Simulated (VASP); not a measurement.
Wanted: the native input for a VASP 6.6.1 run.

```
Task                   : single point
Functional             : r2SCAN
Potentials or basis    : VASP PAW PBE potentials, release 64 (In_d, P)
Cutoff                 : 520 eV
k mesh                 : 8 × 8 × 8
Occupations            : gaussian, width 0.05 eV
Spin                   : no spin polarisation
Dipole correction      : no
Further INCAR settings : ALGO = Normal; EDIFF = 1e-06; NBANDS = 16
```

InP:

```
In P
1.0
     0.00000    2.81328    2.93050
     2.93050    0.00000    2.93050
     2.93050    2.81328    0.00000
In P
1 1
Direct
  0.00000 0.00000 0.00000
  0.75000 0.75000 0.75000
```

This cell differs from its parent crystal: strain -0.0400 x Voigt [0, 1, 0, 0, 0, 0].

The input as run:

POSCAR

```
InP
1.0
    0.0000000000      2.8132800000      2.9305000000
    2.9305000000      0.0000000000      2.9305000000
    2.9305000000      2.8132800000      0.0000000000
In P
1 1
Direct
    0.0000000000      0.0000000000      0.0000000000
    0.7500000000      0.7500000000      0.7500000000
```

INCAR.step1

```
SYSTEM = InP
PREC     = Accurate       ! precision mode
ENCUT    = 520            ! plane-wave cutoff, eV
ISMEAR   = 0              ! smearing method
SIGMA    = 0.05           ! smearing width, eV
LREAL    = .False.        ! projectors in reciprocal space
LASPH    = .True.         ! aspherical terms in the spheres
NELM     = 80             ! most SCF steps
NBANDS   = 16             ! bands
GGA      = PE             ! functional
ALGO     = Normal         ! electronic algorithm
EDIFF    = 1E-4           ! SCF threshold, eV
LWAVE    = .True.         ! write WAVECAR
LCHARG   = .False.        ! write CHGCAR
```

INCAR.step2

```
SYSTEM = InP
PREC     = Accurate       ! precision mode
ENCUT    = 520            ! plane-wave cutoff, eV
EDIFF    = 1E-6           ! SCF threshold, eV
ISMEAR   = 0              ! smearing method
SIGMA    = 0.05           ! smearing width, eV
LREAL    = .False.        ! projectors in reciprocal space
LASPH    = .True.         ! aspherical terms in the spheres
NELM     = 80             ! most SCF steps
ALGO     = Normal         ! electronic algorithm
ISIF     = 2              ! what is computed and relaxed
LWAVE    = .False.        ! write WAVECAR
LCHARG   = .False.        ! write CHGCAR
METAGGA  = R2SCAN         ! meta-GGA
LMIXTAU  = .True.       
NBANDS   = 16             ! bands
ISTART   = 1
```

KPOINTS

```
regular mesh
0
Gamma
  8 8 8
  0 0 0
```

Potentials or basis: VASP PAW PBE potentials, release 64 (In_d, P).

Run with:

```sh
$ cat potpaw_PBE.64/In_d/POTCAR potpaw_PBE.64/P/POTCAR > POTCAR
$ cp INCAR.step1 INCAR
$ mpirun -np 1 vasp_std > vasp.out
$ cp INCAR.step2 INCAR
$ mpirun -np 1 vasp_std > vasp.out
```

It gave:

- Pressure: 4.9 GPa
- Band gap on the k mesh: 1.27 eV

Caveat: the cell differs from its parent crystal (strain -0.0400 x Voigt [0, 1, 0, 0, 0, 0]); the cell stands under pressure; the PAW data sets were made with another functional, which shifts forces and pressure a little; spin-orbit coupling is left out, which moves the levels of the heavy elements.

Wall time 3.4 min on 1 thread of Intel Xeon 8259CL, with other jobs on the host, peak memory 0.2 GiB.
